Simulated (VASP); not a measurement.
Wanted: the native input for a VASP 6.6.1 run.

| Quantity | Value |
| --- | --- |
| Task | electric field gradients |
| Functional | PBEsol |
| Potentials or basis | VASP PAW PBE potentials, release 64 (Be) |
| Cutoff | 520 eV |
| k mesh | 23 × 23 × 23 |
| Occupations | fermi-dirac, width 0.03 eV |
| Spin | no spin polarisation |
| Dipole correction | no |
| Further INCAR settings | ALGO = Normal; EDIFF = 1e-08; NBANDS = 7 |

The structure of Be lies in POSCAR:

```
Be
1.0
   -1.2656521608      1.2531209513      1.2531209513
    1.2531209513     -1.2656521608      1.2531209513
    1.2531209513      1.2531209513     -1.2656521608
Be
1
Direct
    0.0000000000      0.0000000000      0.0000000000
```

This isn't the form of Be at room conditions, which is hcp.

This cell differs from its parent crystal: equal xy, yz and zx shear strains of -1 %.

These files were run (other wordings do the same):

INCAR

```
SYSTEM = Be
PREC = Accurate
ENCUT = 520
EDIFF = 1E-8
ISMEAR = -1
SIGMA = 0.03
LREAL = .FALSE.
LASPH = .TRUE.
NELM = 60
ALGO = Normal
ISIF = 2
LWAVE = .FALSE.
LCHARG = .FALSE.
GGA = PS
LEFG = .TRUE.
NBANDS = 7
```

KPOINTS

```
Automatic mesh
0
G
  23 23 23
  0 0 0
```

Potentials or basis: VASP PAW PBE potentials, release 64 (Be).

Launch:

```sh
$ cat potpaw_PBE.64/Be/POTCAR > POTCAR
$ mpirun -np 1 vasp_std > vasp.out
```

It gave:

```
Pressure                                : -1.6 GPa
Band gap on the k mesh                  : zero (bands 1 and 2 overlap by 4.94 eV)
Largest electric field gradient by atom : Be -0.25 V/Å²
```

Caveat: the cell differs from its parent crystal (equal xy, yz and zx shear strains of -1 %); without QUAD_EFG the Cq values of the log hold for a quadrupole moment of 1 mb, not for the nuclei; the PAW data sets were made with another functional, which shifts forces and pressure a little.

It took 26 s on 1 thread of Intel(R) Xeon(R) Platinum 8259CL CPU @ 2.50GHz (Skylake/Cascade Lake), with other jobs on the host, peak memory 0.16 GiB.
